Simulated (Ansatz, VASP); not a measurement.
**One calculation of In, two programs**

Contents of INCAR:

```
ALGO = Normal ; EDIFF = 1E-6
ENCUT = 520 ; GGA = PE
ISIF = 2 ; ISMEAR = -1
LASPH = True ; LCHARG = True
LELF = True ; LREAL = False
LVHAR = True ; LWAVE = False
NBANDS = 12 ; NELM = 100
PREC = Accurate ; SIGMA = 0.1
```

File KPOINTS:

```
k-points
0
Gamma
  8 8 8
```

POSCAR

```
In
1.0
   -1.5827077275      1.5827077275      2.7578695165
    1.5827077275     -1.5827077275      2.7578695165
    1.5827077275      1.5827077275     -2.7578695165
In
1
Direct
    0.0000000000      0.0000000000      0.0000000000
```

Input for Ansatz:

```yaml
crystal:
  lattice:
    - [-1.582707727543192, 1.582707727543191, 2.7578695165209415]
    - [1.582707727543192, -1.582707727543191, 2.7578695165209415]
    - [1.582707727543192, 1.5827077275431927, -2.7578695165209415]
  atoms:
    - { symbol: In, position: [-3.0729680030515925e-33, -3.2369885760661765e-33, -5.85784456145028e-33] }
kpoints:
  mp_grid:
    grid: [8, 8, 8]
hamiltonian:
  xc: pbe
scf:
  occupations:
    method: fermi_dirac
    width: 0.1
output:
  forces: true
  stress: true
```

Alike in both runs: task single point; functional PBE; k mesh 8 × 8 × 8; occupations fermi-dirac, width 0.1 eV; no spin polarisation.

|  | VASP | Ansatz |
| --- | --- | --- |
| version | VASP 6.6.1 | Ansatz 0.2.0 |
| potentials or method | VASP PAW PBE potentials, release 64 (In_d) | plane waves, PAW |
| plane-wave cutoff (eV) | 520 | 420 |
| valence electrons in the cell | 13 | 13 |

```csv
,VASP,Ansatz,Ansatz less VASP
pressure (GPa),-0.2,-0.1,+0.04
"traceless stress, the component that is largest in VASP (GPa)",-0.42,-0.41,+0.002
```
